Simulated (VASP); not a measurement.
Input of a VASP 6.6.1 run:

Contents of INCAR:

```
SYSTEM = AlRu
PREC     = Accurate       ! precision mode
ENCUT    = 520            ! plane-wave cutoff, eV
EDIFF    = 1E-6           ! SCF threshold, eV
ISMEAR   = 0              ! smearing method
SIGMA    = 0.15           ! smearing width, eV
LREAL    = .FALSE.        ! projectors in reciprocal space
LASPH    = .TRUE.         ! aspherical terms in the spheres
NELM     = 60             ! most SCF steps
ALGO     = Fast           ! electronic algorithm
ISIF     = 2              ! what is computed and relaxed
LWAVE    = .FALSE.        ! write WAVECAR
LCHARG   = .FALSE.        ! write CHGCAR
GGA      = PS             ! functional
NBANDS   = 16             ! bands
```

File KPOINTS:

```
Automatic mesh
0
G
  20 20 20
  0 0 0
```

POSCAR

```
AlRu
1.0
    2.9764078228      0.0000000000      0.0000000000
    0.0000000000      3.0657000575      0.0000000000
    0.0000000000      0.0000000000      2.9764078228
Al Ru
1 1
Direct
    0.0000000000      0.0000000000      0.0000000000
    0.5000000000      0.5000000000      0.5000000000
```

Potentials or basis: VASP PAW PBE potentials, release 64 (Al, Ru_pv).

Run with:

```sh
$ cat potpaw_PBE.64/Al/POTCAR potpaw_PBE.64/Ru_pv/POTCAR > POTCAR
$ mpirun -np 1 vasp_std > vasp.out
```

Question: Estimate the pressure.

Answer: -6.0 GPa.

Question: Estimate the band gap on the k mesh.

Answer: Zero (an odd number of electrons rules out a gap without spin polarisation).

Stress tensor (GPa, compression positive):
```
-4.45  0.00  0.00
 0.00 -9.21  0.00
 0.00  0.00 -4.45
```

Caveat: the cell differs from its parent crystal (strain +0.0300 x Voigt [0, 1, 0, 0, 0, 0]); the cell stands under tension; the PAW data sets were made with another functional, which shifts forces and pressure a little.
